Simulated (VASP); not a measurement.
# SnTe (zincblende type) (F-43m) in VASP: notebook

SnTe (zincblende type) is run at these levels: PBE; tasks: single point.

Everything below comes from runs of VASP 6.6.1. Logs are shortened: lines on timing, memory, paths and dates and some standing lists are left out, and cuts for length are marked.

**1. The cell of the first run**

The structure is cubic, space group F-43m (No. 216). Conventional cell: a = 5.808 Å, b = 5.808 Å, c = 5.808 Å, α = 90.00°, β = 90.00°, γ = 90.00°. Sn (site symmetry -43m) has 4 Te at 2.51 Å within 3.3 Å. Te (site symmetry -43m) has 4 Sn at 2.51 Å within 3.3 Å.

**2. Single point, PBE**

INCAR

```
PREC = Accurate
ENCUT = 520
EDIFF = 1E-7
ISMEAR = -1
SIGMA = 0.08
LREAL = F
LASPH = T
NELM = 80
ALGO = Normal
ISIF = 2
LWAVE = F
LCHARG = F
GGA = PE
NBANDS = 17
```

KPOINTS

```
regular mesh
0
Gamma
  13 13 13
```

POSCAR

```
SnTe
1.0
    0.0000000000      2.9039986962      2.9039986962
    2.9039986962      0.0000000000      2.9039986962
    2.9039986962      2.9039986962      0.0000000000
Sn Te
1 1
Direct
    0.0000000000      0.0000000000      0.0000000000
    0.2500000000      0.2500000000      0.2500000000
```

Potentials or basis: VASP PAW PBE potentials, release 64 (Sn_d, Te).

Command:

```sh
$ cat potpaw_PBE.64/Sn_d/POTCAR potpaw_PBE.64/Te/POTCAR > POTCAR
$ mpirun -np 1 vasp_std > vasp.out
```

OUTCAR:

```text
PREC = Accurate
   ENCUT = 520
   EDIFF = 1E-7
   ISMEAR = -1
   LREAL = F
   LASPH = T
   NELM = 80
   ISIF = 2
   GGA = PE

 ion  position               nearest neighbor table
   1  0.000  0.000  0.000-   2 2.51   2 2.51   2 2.51   2 2.51
   2  0.250  0.250  0.250-   1 2.51   1 2.51   1 2.51   1 2.51

  LATTYP: Found a face centered cubic cell.
 ALAT       =     5.8079973924

  Lattice vectors:

 A1 = (   0.0000000000,   2.9039986962,   2.9039986962)
 A2 = (   2.9039986962,   0.0000000000,   2.9039986962)
 A3 = (   2.9039986962,   2.9039986962,   0.0000000000)

Analysis of symmetry for initial positions (statically):
=====================================================================
 Subroutine PRICEL returns:
 Original cell was already a primitive cell.

 Routine SETGRP: Setting up the symmetry group for a
 face centered cubic supercell.

 Subroutine GETGRP returns: Found 24 space group operations
 (whereof 24 operations were pure point group operations)
 out of a pool of 48 trial point group operations.

The static configuration has the point symmetry T_d .

Analysis of symmetry for dynamics (positions and initial velocities):
=====================================================================
 Subroutine PRICEL returns:
 Original cell was already a primitive cell.

 Routine SETGRP: Setting up the symmetry group for a
 face centered cubic supercell.

 Subroutine GETGRP returns: Found 24 space group operations
 (whereof 24 operations were pure point group operations)
 out of a pool of 48 trial point group operations.

The dynamic configuration has the point symmetry T_d .

 Subroutine INISYM returns: Found 24 space group operations
 (whereof 24 operations are pure point group operations),
 and found     1 'primitive' translations

----------------------------------------------------------------------------------------

                                     Primitive cell

  volume of cell :      48.9801

  direct lattice vectors                    reciprocal lattice vectors
     0.000000000  2.903998696  2.903998696    -0.172176386  0.172176386  0.172176386
     2.903998696  0.000000000  2.903998696     0.172176386 -0.172176386  0.172176386
     2.903998696  2.903998696  0.000000000     0.172176386  0.172176386 -0.172176386

  length of vectors
     4.106874341  4.106874341  4.106874341     0.298218248  0.298218248  0.298218248

  position of ions in fractional coordinates (direct lattice)
     0.000000000  0.000000000  0.000000000
     0.250000000  0.250000000  0.250000000

  ion indices of the primitive-cell ions
   primitive index   ion index
                 1           1
                 2           2

----------------------------------------------------------------------------------------

 KPOINTS: regular mesh

Automatic generation of k-mesh.
 Grid dimensions read from file:
 generate k-points for:   13   13   13

 Generating k-lattice:

  Cartesian coordinates                     Fractional coordinates (reciprocal lattice)
    -0.013244337  0.013244337  0.013244337     0.076923077  0.000000000  0.000000000
     0.013244337 -0.013244337  0.013244337     0.000000000  0.076923077  0.000000000
     0.013244337  0.013244337 -0.013244337     0.000000000  0.000000000  0.076923077

  Length of vectors
     0.022939865  0.022939865  0.022939865

  Shift w.r.t. Gamma in fractional coordinates (k-lattice)
     0.000000000  0.000000000  0.000000000

 Subroutine IBZKPT returns following result:
 ===========================================

 Found     84 irreducible k-points:

 Following reciprocal coordinates:
            Coordinates               Weight
  0.000000  0.000000  0.000000      1.000000
  0.076923  0.000000  0.000000      8.000000
  0.153846  0.000000  0.000000      8.000000
  0.230769  0.000000  0.000000      8.000000
  0.307692  0.000000  0.000000      8.000000
  0.384615  0.000000  0.000000      8.000000
[... 16 lines left out ...]
  0.384615  0.153846  0.000000     24.000000
  0.461538  0.153846  0.000000     24.000000
 [... further k-points ...]
   k-points           NKPTS =     84   k-points in BZ     NKDIM =     84   number of bands    NBANDS=     17
   number of dos      NEDOS =    301   number of ions     NIONS =      2
   total plane-waves  NPLWV =  32768
   dimension x,y,z NGX =    32 NGY =   32 NGZ =   32
   dimension x,y,z NGXF=    64 NGYF=   64 NGZF=   64
   ions per type =               1   1
   NGX,Y,Z   is equivalent  to a cutoff of  12.95, 12.95, 12.95 a.u.
   NGXF,Y,Z  is equivalent  to a cutoff of  25.91, 25.91, 25.91 a.u.
 SYSTEM =  unknown system
   PREC   = accura    normal or accurate (medium, high low for compatibility)
   ISTART =      0    job   : 0-new  1-cont  2-samecut
   ICHARG =      2    charge: 1-file 2-atom 10-const
   ISPIN  =      1    spin polarized calculation?
   LNONCOLLINEAR =      F non collinear calculations
   LSORBIT =      F    spin-orbit coupling
   LASPH  =      T    aspherical Exc in radial PAW
   ENCUT  =  520.0 eV  38.22 Ry    6.18 a.u.   7.64  7.64  7.64*2*pi/ulx,y,z
   NELM   =     80;   NELMIN=  2; NELMDL= -5     # of ELM steps
   EDIFF  = 0.1E-06   stopping-criterion for ELM
   LREAL  =      F    real-space projection
   EDIFFG = 0.1E-05   stopping-criterion for IOM
   NSW    =      0    number of steps for IOM
   IBRION =     -1    ionic relax: 0-MD 1-quasi-New 2-CG
   NFREE  =      0    steps in history (QN), initial steepest desc. (CG)
   ISIF   =      2    stress and relaxation
   ISYM   =      2    0-nonsym 1-usesym 2-fastsym
   POTIM  = 0.5000    time-step for ionic-motion
   TEBEG  =    0.0;   TEEND  =   0.0 temperature during run
   PSTRESS=    0.0 pullay stress
   NELECT =      20.0000    total number of electrons
   NUPDOWN=      -1.0000    fix difference up-down
   EMIN   =  10.00;   EMAX   =-10.00  energy-range for DOS
   EFERMI =   0.00;   METHOD = LEGACY
   ISMEAR =    -1;   SIGMA  =   0.08  broadening in eV -4-tet -1-fermi 0-gaus
   EFERMI_NEDOS =   21; number of points for ismear=-14 and -15
   IALGO  =     38    algorithm
   IMIX   =      4    mixing-type and parameters
     AMIX     =   0.40;   BMIX     =  1.00
     AMIX_MAG =   1.60;   BMIX_MAG =  1.00
  volume/ion in A,a.u.               =      24.49       165.27
  Fermi-wavevector in a.u.,A,eV,Ry     =   1.214540  2.295147 20.070048  1.475107
  Thomas-Fermi vector in A             =   2.349956
   LORBIT       =      0    0 simple, 1 ext, 2 COOP (PROOUT), +10 PAW based schemes
   GGA     = PE    functional components
   LHFCALC =     F    Hartree Fock is set to
   AEXX    =    0.0000 exact exchange contribution
   IVDW    =     0    specifies the selected vdW correction
   LEPSILON=     F    determine dielectric tensor
   LRPA    =     F    only Hartree local field effects (RPA)
 non-spin polarized calculation
  energy-cutoff  :      520.00
  volume of cell :       48.98
 maximum number of plane-waves:      1363
   NGX = 15   NGY = 15   NGZ = 15

 number of electron      19.9999994 magnetization

 Free energy of the ion-electron system (eV)
  ---------------------------------------------------
  ext. energy  EPLUGINS =         0.00000000
  ---------------------------------------------------
  free energy    TOTEN  =        -2.66669969 eV

  energy without entropy =       -2.64421038  energy(sigma->0) =       -2.65545504

 E-fermi :  10.7955     XC(G=0): -10.4702

 val. band max:       10.7769405066   @ k =   0.3846   0.3077   0.0769
 cond. band min:      10.8142922790   @ k =   0.4615   0.3077   0.1538
 fundamental gap:      0.0373517723
 Fermi energy:        10.7955293101

 k-point     1 :       0.0000    0.0000    0.0000
  band No.  band energies     occupation
      1     -12.2083      2.00000
      2     -12.2083      2.00000
      3     -12.2083      2.00000
      4     -12.0706      2.00000
      5     -12.0706      2.00000
      6      -5.6733      2.00000
[... 9 lines left out ...]
     16      17.4664      0.00000
     17      18.0431      0.00000

 k-point     2 :       0.0769    0.0000    0.0000
  band No.  band energies     occupation
      1     -12.2109      2.00000
      2     -12.2066      2.00000
      3     -12.2066      2.00000
      4     -12.0707      2.00000
      5     -12.0707      2.00000
      6      -5.6020      2.00000
[... 9 lines left out ...]
     16      16.8546      0.00000
     17      17.7883      0.00000

 k-point     3 :       0.1538    0.0000    0.0000
  band No.  band energies     occupation
      1     -12.2183      2.00000
      2     -12.2021      2.00000
      3     -12.2021      2.00000
      4     -12.0711      2.00000
      5     -12.0711      2.00000
      6      -5.3916      2.00000
[... 9 lines left out ...]
     16      16.3184      0.00000
     17      17.5687      0.00000

 k-point     4 :       0.2308    0.0000    0.0000
  band No.  band energies     occupation
      1     -12.2288      2.00000
      2     -12.1960      2.00000
      3     -12.1960      2.00000
      4     -12.0714      2.00000
      5     -12.0714      2.00000
      6      -5.0553      2.00000
[... 9 lines left out ...]
     16      16.1886      0.00000
     17      18.5301      0.00000

 k-point     5 :       0.3077    0.0000    0.0000
  band No.  band energies     occupation
      1     -12.2398      2.00000
      2     -12.1899      2.00000
      3     -12.1899      2.00000
      4     -12.0713      2.00000
      5     -12.0713      2.00000
      6      -4.6240      2.00000
[... 9 lines left out ...]
     16      16.5615      0.00000
     17      20.2012      0.00000

 k-point     6 :       0.3846    0.0000    0.0000
  band No.  band energies     occupation
      1     -12.2489      2.00000
      2     -12.1852      2.00000
      3     -12.1852      2.00000
      4     -12.0709      2.00000
      5     -12.0709      2.00000
      6      -4.1684      2.00000
[... 9 lines left out ...]
     16      17.3640      0.00000
     17      21.3343      0.00000
[... 281 lines left out ...]
 k-point    21 :       0.2308    0.1538    0.0000
  band No.  band energies     occupation
      1     -12.2377      2.00000
      2     -12.1907      2.00000
      3     -12.1900      2.00000
      4     -12.0769      2.00000
      5     -12.0677      2.00000
      6      -5.0451      2.00000
[... 9 lines left out ...]
     16      17.5985      0.00000
     17      18.8210      0.00000

 k-point    22 :       0.3077    0.1538    0.0000
  band No.  band energies     occupation
      1     -12.2469      2.00000
      2     -12.1856      2.00000
      3     -12.1836      2.00000
      4     -12.0781      2.00000
      5     -12.0673      2.00000
      6      -4.6787      2.00000
[... 9 lines left out ...]
     16      17.6890      0.00000
     17      19.5033      0.00000

 k-point    23 :       0.3846    0.1538    0.0000
  band No.  band energies     occupation
      1     -12.2547      2.00000
      2     -12.1815      2.00000
      3     -12.1785      2.00000
      4     -12.0781      2.00000
      5     -12.0674      2.00000
      6      -4.2376      2.00000
[... 9 lines left out ...]
     16      18.2478      0.00000
     17      20.5194      0.00000

 k-point    24 :       0.4615    0.1538    0.0000
  band No.  band energies     occupation
      1     -12.2599      2.00000
      2     -12.1788      2.00000
      3     -12.1756      2.00000
      4     -12.0768      2.00000
      5     -12.0682      2.00000
      6      -3.8143      2.00000
[... 9 lines left out ...]
     16      18.8730      0.00000
     17      20.1286      0.00000

 [... further k-points ...]
[... 5 lines left out ...]
  --------------------------------------------------------------------------------------
  -------------------------------------------------------------------------------------
  Total       16.7835050     16.7835050     16.7835050      0.0000000      0.0000000      0.0000000
  in kB      549.0020911    549.0020911    549.0020911      0.0000000      0.0000000      0.0000000
  external PRESSURE =     549.0020911 kB  Pullay stress =       0.0000000 kB

 VOLUME and BASIS-vectors are now :
 -----------------------------------------------------------------------------
  energy-cutoff  :      520.00
  volume of cell :       48.98
      direct lattice vectors                 reciprocal lattice vectors
     0.000000000  2.903998696  2.903998696    -0.172176386  0.172176386  0.172176386
     2.903998696  0.000000000  2.903998696     0.172176386 -0.172176386  0.172176386
     2.903998696  2.903998696  0.000000000     0.172176386  0.172176386 -0.172176386

 POSITION                                       TOTAL-FORCE (eV/Angst)
 -----------------------------------------------------------------------------------
      0.00000      0.00000      0.00000         0.000000     -0.000000     -0.000000
      1.45200      1.45200      1.45200        -0.000000      0.000000      0.000000
 -----------------------------------------------------------------------------------
    total drift:                               -0.000001     -0.000001     -0.000001

  FREE ENERGIE OF THE ION-ELECTRON SYSTEM (eV)
  ---------------------------------------------------
  free  energy   TOTEN  =        -2.6666996929 eV

  energy  without entropy=       -2.6442103777  energy(sigma->0) =       -2.65545504
```

Wall time 22 s (1 thread of Intel Xeon 6975P-C (Granite Rapids), shared host); peak memory 0.22 GiB.

What came out:

```yaml
Free_energy: -2.6667 eV
Pressure: 54.9 GPa
Band_gap_on_the_k_mesh: zero (bands 10 and 11 overlap by 2.57 eV)
```

Caveat: the cell stands under pressure; spin-orbit coupling is left out, which moves the levels of the heavy elements.

**3. Single point, PBE**

INCAR

```
  ALGO = Normal
  EDIFF = 1E-6
  ENCUT = 520
  GGA = PE
  ISIF = 2
  ISMEAR = -1
  LASPH = True
  LCHARG = False
  LREAL = False
  LWAVE = False
  NBANDS = 17
  NELM = 100
  PREC = Accurate
  SIGMA = 0.08
```

KPOINTS

```
k-points
0
Gamma
  13 13 13
```

POSCAR

```
SnTe
1.0
    0.0000000000      2.9037816974      2.9037816974
    2.9037816974      0.0000000000      2.9037816974
    2.9037816974      2.9037816974      0.0000000000
Sn Te
1 1
Direct
    0.0000000000      0.0000000000      0.0000000000
    0.2500000000      0.2500000000      0.2500000000
```

Potentials or basis: VASP PAW PBE potentials, release 64 (Sn_d, Te).

Command:

```sh
$ cat potpaw_PBE.64/Sn_d/POTCAR potpaw_PBE.64/Te/POTCAR > POTCAR
$ mpirun -np 1 vasp_std > vasp.out
```

OUTCAR:

```text
EDIFF = 1E-6
   ENCUT = 520
   GGA = PE
   ISIF = 2
   ISMEAR = -1
   LASPH = True
   LREAL = False
   NELM = 100
   PREC = Accurate

 ion  position               nearest neighbor table
   1  0.000  0.000  0.000-   2 2.51   2 2.51   2 2.51   2 2.51
   2  0.250  0.250  0.250-   1 2.51   1 2.51   1 2.51   1 2.51

  LATTYP: Found a face centered cubic cell.
 ALAT       =     5.8075633948

  Lattice vectors:

 A1 = (   0.0000000000,   2.9037816974,   2.9037816974)
[... 188 lines left out ...]
      4     -12.0680      2.00000
      5     -12.0680      2.00000
      6      -5.6720      2.00000
[... 457 lines left out ...]
      4     -12.0742      2.00000
      5     -12.0656      2.00000
      6      -3.8124      2.00000
[... 9 lines left out ...]
     16      18.8768      0.00000
     17      20.1346      0.00000

 [... further k-points ...]
[... 5 lines left out ...]
  --------------------------------------------------------------------------------------
  -------------------------------------------------------------------------------------
  Total       16.7944255     16.7944255     16.7944255     -0.0000000     -0.0000000      0.0000000
  in kB      549.4824766    549.4824766    549.4824766     -0.0000000     -0.0000000      0.0000000
  external PRESSURE =     549.4824766 kB  Pullay stress =       0.0000000 kB

 VOLUME and BASIS-vectors are now :
 -----------------------------------------------------------------------------
  energy-cutoff  :      520.00
  volume of cell :       48.97
      direct lattice vectors                 reciprocal lattice vectors
     0.000000000  2.903781697  2.903781697    -0.172189253  0.172189253  0.172189253
     2.903781697  0.000000000  2.903781697     0.172189253 -0.172189253  0.172189253
     2.903781697  2.903781697  0.000000000     0.172189253  0.172189253 -0.172189253

 POSITION                                       TOTAL-FORCE (eV/Angst)
 -----------------------------------------------------------------------------------
      0.00000      0.00000      0.00000         0.000000      0.000000      0.000000
      1.45189      1.45189      1.45189        -0.000000     -0.000000     -0.000000
 -----------------------------------------------------------------------------------
    total drift:                               -0.000001     -0.000001     -0.000001

  FREE ENERGIE OF THE ION-ELECTRON SYSTEM (eV)
  ---------------------------------------------------
  free  energy   TOTEN  =        -2.6629339007 eV

  energy  without entropy=       -2.6404478518  energy(sigma->0) =       -2.65169088
```

OSZICAR:

```text
N       E                     dE             d eps       ncg     rms          rms(c)
DAV:   1     0.138265612861E+03    0.13827E+03   -0.98017E+03  2887   0.148E+03
DAV:   2     0.945171863775E+01   -0.12881E+03   -0.12512E+03  3018   0.355E+02
DAV:   3    -0.243641292334E+01   -0.11888E+02   -0.11765E+02  3569   0.928E+01
DAV:   4    -0.275450862393E+01   -0.31810E+00   -0.31781E+00  3459   0.158E+01
DAV:   5    -0.276523990217E+01   -0.10731E-01   -0.10731E-01  4124   0.288E+00    0.191E+01
DAV:   6    -0.269531535906E+01    0.69925E-01   -0.29381E-02  3510   0.111E+00    0.115E+01
DAV:   7    -0.266355345568E+01    0.31762E-01   -0.44497E-02  3389   0.132E+00    0.357E-01
DAV:   8    -0.266292583081E+01    0.62762E-03   -0.42882E-03  3151   0.422E-01    0.172E-01
DAV:   9    -0.266293775484E+01   -0.11924E-04   -0.20572E-04  3839   0.943E-02    0.476E-02
DAV:  10    -0.266293722386E+01    0.53098E-06   -0.11684E-05  3778   0.227E-02    0.167E-02
DAV:  11    -0.266293434786E+01    0.28760E-05   -0.18162E-06  2707   0.105E-02    0.606E-03
DAV:  12    -0.266293390067E+01    0.44718E-06   -0.16054E-07  1695   0.304E-03
   1 F= -.26629339E+01 E0= -.26516909E+01  d E =-.224860E-01
```

It took 20 s on 1 thread of Intel Xeon 6975P-C (Granite Rapids), shared host; peak memory 0.22 GiB.

What came out:

| Property | Result |
| --- | --- |
| Free energy | -2.6629 eV |
| Pressure | 54.9 GPa |
| Band gap on the k mesh | zero (bands 10 and 11 overlap by 2.57 eV) |

Levels at points of the mesh, in eV from the Fermi level:
```
           k point  band 6  band 7  band 8  band 9  band 10  band 11  band 12  band 13  band 14  band 15
(0.00, 0.00, 0.00)  -16.47   -3.40   -3.40   -3.40    -2.27     0.21     0.21     0.21     3.87     6.67
```

Caveat: the cell stands under pressure; spin-orbit coupling is left out, which moves the levels of the heavy elements.
